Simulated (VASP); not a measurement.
# Ga2GeTeSe (P4mm) in VASP: a series of runs

Ga2GeTeSe is run at these levels: PBE; tasks: single point, relaxation of cell and atoms.

Program: VASP 6.6.1. These are calculated values, not measurements. Logs are shortened: lines on timing, memory, paths and dates and some standing lists are left out, and cuts for length are marked.

### 1 The cell of the first run

Symmetry: P4mm, No. 99, tetragonal system. The conventional cell has a = 3.927 Å, b = 3.927 Å, c = 8.101 Å, α = 90.00°, β = 90.00°, γ = 90.00°. Within 3.5 Å of Ga (site symmetry 4mm) lie 1 Ge at 2.65 Å and 1 Ga at 2.67 Å and 4 Se at 2.84 Å. Within 3.5 Å of Ga (site symmetry 4mm) lie 1 Ga at 2.67 Å and 1 Ge at 2.78 Å and 4 Te at 3.43 Å and 4 Se at 3.48 Å. Within 3.5 Å of Ge (site symmetry 4mm) lie 2 Ga at 2.65 to 2.78 Å and 4 Te at 2.88 Å. Within 3.8 Å of Te (site symmetry 4mm) lie 4 Ge at 2.88 Å and 4 Ga at 3.43 Å. Se (site symmetry 4mm) has 8 Ga at 2.84 to 3.48 Å within 3.7 Å.

### 2 Single point, PBE

File INCAR:

```
SYSTEM = Ga2GeTeSe
PREC = Accurate
ENCUT = 520
EDIFF = 1E-6
ISMEAR = 0
SIGMA = 0.1
LREAL = .FALSE.
LASPH = .TRUE.
NELM = 60
ALGO = Normal
ISIF = 2
LWAVE = .FALSE.
LCHARG = .FALSE.
GGA = PE
NBANDS = 34
```

File KPOINTS:

```
Automatic mesh
0
G
  4 4 2
  0 0 0
```

File POSCAR:

```
Ga2GeTeSe
1.0
    3.9271728658      0.0000000000      0.0000000000
    0.0000000000      3.9271728658      0.0000000000
    0.0000000000      0.0000000000      8.1013266373
Ga Ge Te Se
2 1 1 1
Direct
    0.5000000000      0.5000000000      0.7001967628
    0.5000000000      0.5000000000      0.0293053381
    0.5000000000      0.5000000000      0.3727896513
    0.0000000000      0.0000000000      0.2776954200
    0.0000000000      0.0000000000      0.7711916978
```

Potentials or basis: VASP PAW PBE potentials, release 64 (Ga_d, Ge_d, Te, Se).

The run is started by

```sh
> cat potpaw_PBE.64/Ga_d/POTCAR potpaw_PBE.64/Ge_d/POTCAR potpaw_PBE.64/Te/POTCAR potpaw_PBE.64/Se/POTCAR > POTCAR
> mpirun -np 1 vasp_std > vasp.out
```

OUTCAR:

```text
SYSTEM = Ga2GeTeSe
   PREC = Accurate
   ENCUT = 520
   EDIFF = 1E-6
   ISMEAR = 0
   LREAL = .FALSE.
   LASPH = .TRUE.
   NELM = 60
   ISIF = 2
   GGA = PE

 ion  position               nearest neighbor table
   1  0.500  0.500  0.700-   3 2.65   2 2.67   5 2.84   5 2.84   5 2.84   5 2.84
   2  0.500  0.500  0.029-   1 2.67   3 2.78
   3  0.500  0.500  0.373-   1 2.65   2 2.78   4 2.88   4 2.88   4 2.88   4 2.88
   4  0.000  0.000  0.278-   3 2.88   3 2.88   3 2.88   3 2.88
   5  0.000  0.000  0.771-   1 2.84   1 2.84   1 2.84   1 2.84

  LATTYP: Found a simple tetragonal cell.
 ALAT       =     3.9271728658
 C/A-ratio  =     2.0628902557

  Lattice vectors:

 A1 = (   3.9271728658,   0.0000000000,   0.0000000000)
 A2 = (   0.0000000000,   3.9271728658,   0.0000000000)
 A3 = (   0.0000000000,   0.0000000000,   8.1013266373)

Analysis of symmetry for initial positions (statically):
=====================================================================
 Subroutine PRICEL returns:
 Original cell was already a primitive cell.

 Routine SETGRP: Setting up the symmetry group for a
 simple tetragonal supercell.

 Subroutine GETGRP returns: Found  8 space group operations
 (whereof  8 operations were pure point group operations)
 out of a pool of 16 trial point group operations.

The static configuration has the point symmetry C_4v.

Analysis of symmetry for dynamics (positions and initial velocities):
=====================================================================
 Subroutine PRICEL returns:
 Original cell was already a primitive cell.

 Routine SETGRP: Setting up the symmetry group for a
 simple tetragonal supercell.

 Subroutine GETGRP returns: Found  8 space group operations
 (whereof  8 operations were pure point group operations)
 out of a pool of 16 trial point group operations.

The dynamic configuration has the point symmetry C_4v.

 Subroutine INISYM returns: Found  8 space group operations
 (whereof  8 operations are pure point group operations),
 and found     1 'primitive' translations

----------------------------------------------------------------------------------------

                                     Primitive cell

  volume of cell :     124.9442

  direct lattice vectors                    reciprocal lattice vectors
     3.927172866  0.000000000  0.000000000     0.254636104  0.000000000  0.000000000
     0.000000000  3.927172866  0.000000000     0.000000000  0.254636104  0.000000000
     0.000000000  0.000000000  8.101326637     0.000000000  0.000000000  0.123436573

  length of vectors
     3.927172866  3.927172866  8.101326637     0.254636104  0.254636104  0.123436573

  position of ions in fractional coordinates (direct lattice)
     0.500000000  0.500000000  0.700196763
     0.500000000  0.500000000  0.029305338
     0.500000000  0.500000000  0.372789651
     0.000000000  0.000000000  0.277695420
     0.000000000  0.000000000  0.771191698

  ion indices of the primitive-cell ions
   primitive index   ion index
                 1           1
                 2           2
                 3           3
                 4           4
                 5           5

----------------------------------------------------------------------------------------

 KPOINTS: Automatic mesh

Automatic generation of k-mesh.
 Grid dimensions read from file:
 generate k-points for:    4    4    2

 Generating k-lattice:

  Cartesian coordinates                     Fractional coordinates (reciprocal lattice)
     0.063659026  0.000000000  0.000000000     0.250000000  0.000000000  0.000000000
     0.000000000  0.063659026  0.000000000     0.000000000  0.250000000  0.000000000
     0.000000000  0.000000000  0.061718287     0.000000000  0.000000000  0.500000000

  Length of vectors
     0.063659026  0.063659026  0.061718287

  Shift w.r.t. Gamma in fractional coordinates (k-lattice)
     0.000000000  0.000000000  0.000000000

 Subroutine IBZKPT returns following result:
 ===========================================

 Found     12 irreducible k-points:

 Following reciprocal coordinates:
            Coordinates               Weight
  0.000000  0.000000  0.000000      1.000000
  0.250000  0.000000  0.000000      4.000000
  0.500000  0.000000  0.000000      2.000000
  0.250000  0.250000  0.000000      4.000000
  0.500000  0.250000  0.000000      4.000000
  0.500000  0.500000  0.000000      1.000000
  0.000000  0.000000  0.500000      1.000000
  0.250000  0.000000  0.500000      4.000000
  0.500000  0.000000  0.500000      2.000000
  0.250000  0.250000  0.500000      4.000000
  0.500000  0.250000  0.500000      4.000000
  0.500000  0.500000  0.500000      1.000000
   k-points           NKPTS =     12   k-points in BZ     NKDIM =     12   number of bands    NBANDS=     34
   number of dos      NEDOS =    301   number of ions     NIONS =      5
   total plane-waves  NPLWV =  54000
   dimension x,y,z NGX =    30 NGY =   30 NGZ =   60
   dimension x,y,z NGXF=    60 NGYF=   60 NGZF=  120
   ions per type =               2   1   1   1
   NGX,Y,Z   is equivalent  to a cutoff of  12.70, 12.70, 12.31 a.u.
   NGXF,Y,Z  is equivalent  to a cutoff of  25.40, 25.40, 24.62 a.u.
 SYSTEM =  Ga2GeTeSe
   PREC   = accura    normal or accurate (medium, high low for compatibility)
   ISTART =      0    job   : 0-new  1-cont  2-samecut
   ICHARG =      2    charge: 1-file 2-atom 10-const
   ISPIN  =      1    spin polarized calculation?
   LNONCOLLINEAR =      F non collinear calculations
   LSORBIT =      F    spin-orbit coupling
   LASPH  =      T    aspherical Exc in radial PAW
   ENCUT  =  520.0 eV  38.22 Ry    6.18 a.u.   7.30  7.30 15.06*2*pi/ulx,y,z
   NELM   =     60;   NELMIN=  2; NELMDL= -5     # of ELM steps
   EDIFF  = 0.1E-05   stopping-criterion for ELM
   LREAL  =      F    real-space projection
   EDIFFG = 0.1E-04   stopping-criterion for IOM
   NSW    =      0    number of steps for IOM
   IBRION =     -1    ionic relax: 0-MD 1-quasi-New 2-CG
   NFREE  =      0    steps in history (QN), initial steepest desc. (CG)
   ISIF   =      2    stress and relaxation
   ISYM   =      2    0-nonsym 1-usesym 2-fastsym
   POTIM  = 0.5000    time-step for ionic-motion
   TEBEG  =    0.0;   TEEND  =   0.0 temperature during run
   PSTRESS=    0.0 pullay stress
   NELECT =      52.0000    total number of electrons
   NUPDOWN=      -1.0000    fix difference up-down
   EMIN   =  10.00;   EMAX   =-10.00  energy-range for DOS
   EFERMI =   0.00;   METHOD = LEGACY
   ISMEAR =     0;   SIGMA  =   0.10  broadening in eV -4-tet -1-fermi 0-gaus
   EFERMI_NEDOS =   21; number of points for ismear=-14 and -15
   IALGO  =     38    algorithm
   IMIX   =      4    mixing-type and parameters
     AMIX     =   0.40;   BMIX     =  1.00
     AMIX_MAG =   1.60;   BMIX_MAG =  1.00
  volume/ion in A,a.u.               =      24.99       168.63
  Fermi-wavevector in a.u.,A,eV,Ry     =   1.222280  2.309773 20.326660  1.493967
  Thomas-Fermi vector in A             =   2.357432
   LORBIT       =      0    0 simple, 1 ext, 2 COOP (PROOUT), +10 PAW based schemes
   GGA     = PE    functional components
   LHFCALC =     F    Hartree Fock is set to
   AEXX    =    0.0000 exact exchange contribution
   IVDW    =     0    specifies the selected vdW correction
   LEPSILON=     F    determine dielectric tensor
   LRPA    =     F    only Hartree local field effects (RPA)
 non-spin polarized calculation
 Gauss-broadening in eV      SIGMA  =   0.10
  energy-cutoff  :      520.00
  volume of cell :      124.94
 maximum number of plane-waves:      3392
 NGX is ok and might be reduce to    30
   NGX = 15   NGY = 15   NGZ = 31

 number of electron      51.9999992 magnetization

 Free energy of the ion-electron system (eV)
  ---------------------------------------------------
  ext. energy  EPLUGINS =         0.00000000
  ---------------------------------------------------
  free energy    TOTEN  =       -17.08278975 eV

  energy without entropy =      -17.06438702  energy(sigma->0) =      -17.07358838

 E-fermi :   4.4620     XC(G=0):  -9.7345

 val. band max:        4.4233018497   @ k =   0.2500   0.2500   0.5000
 cond. band min:       4.4717159057   @ k =   0.2500   0.2500   0.0000
 fundamental gap:      0.0484140560
 Fermi energy:         4.4620392110

 k-point     1 :       0.0000    0.0000    0.0000
  band No.  band energies     occupation
      1     -20.2227      2.00000
      2     -20.2212      2.00000
      3     -20.1774      2.00000
      4     -20.1757      2.00000
      5     -20.1757      2.00000
      6     -10.4625      2.00000
[... 26 lines left out ...]
     33       9.6570      0.00000
     34       9.8496      0.00000

 k-point     2 :       0.2500    0.0000    0.0000
  band No.  band energies     occupation
      1     -20.2244      2.00000
      2     -20.2189      2.00000
      3     -20.1769      2.00000
      4     -20.1759      2.00000
      5     -20.1754      2.00000
      6     -10.4582      2.00000
[... 26 lines left out ...]
     33       9.4135      0.00000
     34       9.5427      0.00000

 k-point     3 :       0.5000    0.0000    0.0000
  band No.  band energies     occupation
      1     -20.2262      2.00000
      2     -20.2167      2.00000
      3     -20.1779      2.00000
      4     -20.1752      2.00000
      5     -20.1744      2.00000
      6     -10.4544      2.00000
[... 26 lines left out ...]
     33       8.4775      0.00000
     34       9.1283      0.00000
[... 260 lines left out ...]
 k-point    11 :       0.5000    0.2500    0.5000
  band No.  band energies     occupation
      1     -20.2287      2.00000
      2     -20.2140      2.00000
      3     -20.1777      2.00000
      4     -20.1764      2.00000
      5     -20.1735      2.00000
      6     -10.4476      2.00000
[... 26 lines left out ...]
     33      10.2114      0.00000
     34      10.6234      0.00000

 k-point    12 :       0.5000    0.5000    0.5000
  band No.  band energies     occupation
      1     -20.2312      2.00000
      2     -20.2114      2.00000
      3     -20.1775      2.00000
      4     -20.1775      2.00000
      5     -20.1726      2.00000
      6     -10.4453      2.00000
[... 26 lines left out ...]
     33      12.1078      0.00000
     34      12.1344      0.00000

------------------------ aborting loop because EDIFF is reached ----------------------------------------

  FORCE on cell =-STRESS in cart. coord.  units (eV):
  Direction    XX          YY          ZZ          XY          YZ          ZX
  --------------------------------------------------------------------------------------
  -------------------------------------------------------------------------------------
  Total        0.1149752      0.1149752      0.0709903      0.0000000      0.0000000      0.0000000
  in kB        1.4743426      1.4743426      0.9103184      0.0000000      0.0000000      0.0000000
  external PRESSURE =       1.2863345 kB  Pullay stress =       0.0000000 kB

 VOLUME and BASIS-vectors are now :
 -----------------------------------------------------------------------------
  energy-cutoff  :      520.00
  volume of cell :      124.94
      direct lattice vectors                 reciprocal lattice vectors
     3.927172866  0.000000000  0.000000000     0.254636104  0.000000000  0.000000000
     0.000000000  3.927172866  0.000000000     0.000000000  0.254636104  0.000000000
     0.000000000  0.000000000  8.101326637     0.000000000  0.000000000  0.123436573

 POSITION                                       TOTAL-FORCE (eV/Angst)
 -----------------------------------------------------------------------------------
      1.96359      1.96359      5.67252         0.000000     -0.000000      0.018348
      1.96359      1.96359      0.23741         0.000000      0.000000     -0.003222
      1.96359      1.96359      3.02009         0.000000      0.000000      0.008117
      0.00000      0.00000      2.24970         0.000000     -0.000000     -0.018065
      0.00000      0.00000      6.24768         0.000000     -0.000000     -0.005178
 -----------------------------------------------------------------------------------
    total drift:                                0.000000      0.000000      0.000286

  FREE ENERGIE OF THE ION-ELECTRON SYSTEM (eV)
  ---------------------------------------------------
  free  energy   TOTEN  =       -17.0827897510 eV

  energy  without entropy=      -17.0643870154  energy(sigma->0) =      -17.07358838
```

It took 31 s on 1 thread of AMD EPYC 9R45 (Zen 5), shared host; peak memory 0.22 GiB.

What came out:

* Free energy: -17.0828 eV
* Pressure: 0.1 GPa
* Largest force: 0.018 eV/Å
* Band gap on the k mesh: zero (band 26 reaches 5.31 eV, above the bottom of band 27 at 3.17 eV)

Forces on the atoms (eV/Å):
```
Ga   0.000  0.000  0.018
Ga   0.000  0.000 -0.003
Ge   0.000  0.000  0.008
Te   0.000  0.000 -0.018
Se   0.000  0.000 -0.005
```

Caveat: the k points lie up to 0.40 Å⁻¹ apart; spin-orbit coupling is left out, which moves the levels of the heavy elements.

### 3 Single point, PBE

This run uses another cell than the first one, of 26.74 Å³/atom, 1.070 times its volume.

File INCAR:

```
SYSTEM = Ga2GeTeSe
PREC     = Accurate       ! precision mode
ENCUT    = 520            ! plane-wave cutoff, eV
EDIFF    = 1E-6           ! SCF threshold, eV
ISMEAR   = 0              ! smearing method
SIGMA    = 0.1            ! smearing width, eV
LREAL    = .False.        ! projectors in reciprocal space
LASPH    = .True.         ! aspherical terms in the spheres
NELM     = 80             ! most SCF steps
ALGO     = Normal         ! electronic algorithm
ISIF     = 2              ! what is computed and relaxed
LWAVE    = .False.        ! write WAVECAR
LCHARG   = .False.        ! write CHGCAR
GGA      = PE             ! functional
NBANDS   = 34             ! bands
```

File KPOINTS:

```
regular mesh
0
Gamma
  4 4 2
  0 0 0
```

File POSCAR:

```
Ga2GeTeSe
1.0
    4.0261523600      0.0000000000      0.0000000000
    0.0000000000      4.0261523600      0.0000000000
    0.0000000000      0.0000000000      8.2473606100
Ga Ge Te Se
2 1 1 1
Direct
    0.5000000000      0.5000000000      0.6101773700
    0.5000000000      0.5000000000      0.1705091200
    0.5000000000      0.5000000000      0.3992750800
    0.0000000000      0.0000000000      0.2830463000
    0.0000000000      0.0000000000      0.6881710000
```

Potentials or basis: VASP PAW PBE potentials, release 64 (Ga_d, Ge_d, Te, Se).

The run is started by

```sh
> cat potpaw_PBE.64/Ga_d/POTCAR potpaw_PBE.64/Ge_d/POTCAR potpaw_PBE.64/Te/POTCAR potpaw_PBE.64/Se/POTCAR > POTCAR
> mpirun -np 1 vasp_std > vasp.out
```

Run time: 34 s. Hardware: 1 thread of AMD EPYC 9R45 (Zen 5), shared host; peak memory 0.23 GiB.

The run converged. Its results:

```yaml
Free_energy: -7.6487 eV
Pressure: 26.4 GPa
Largest_force: 24.060 eV/Å
Band_gap_on_the_k_mesh: zero (band 26 reaches 4.06 eV, above the bottom of band 27 at 3.25 eV)
```

Forces in eV/Å, atoms in the order of the input:
```
Ga    0.000   0.000  24.060
Ga    0.000   0.000 -13.197
Ge    0.000   0.000 -10.281
Te    0.000   0.000  -0.599
Se    0.000   0.000   0.017
```

Stress tensor (GPa, compression positive):
```
-0.51  0.00  0.00
 0.00 -0.51  0.00
 0.00  0.00 80.16
```

Levels at points of the mesh, in eV from the Fermi level:
| k point | band 24 | band 25 | band 26 | band 27 | band 28 | band 29 |
| --- | --- | --- | --- | --- | --- | --- |
| (0.00, 0.00, 0.00) | -1.79 | -1.39 | 0.04 | 0.67 | 2.03 | 2.03 |
| (0.50, 0.00, 0.00) | -0.85 | -0.85 | -0.81 | -0.55 | -0.53 | 2.36 |
| (0.50, 0.50, 0.00) | -2.73 | -2.04 | 0.03 | 0.38 | 0.38 | 0.95 |
| (0.00, 0.00, 0.50) | -1.82 | -1.82 | 0.01 | 1.32 | 2.09 | 2.09 |
| (0.50, 0.00, 0.50) | -1.18 | -1.13 | -0.82 | -0.65 | -0.62 | 2.23 |
| (0.50, 0.50, 0.50) | -2.55 | -1.68 | -0.34 | 0.25 | 0.62 | 0.62 |

Caveat: the k points lie up to 0.39 Å⁻¹ apart; spin-orbit coupling is left out, which moves the levels of the heavy elements; forces of over 1 eV/Å act on the atoms, so gaps and moduli don't describe the material at rest.

(Part 1 of 2 ends here.)
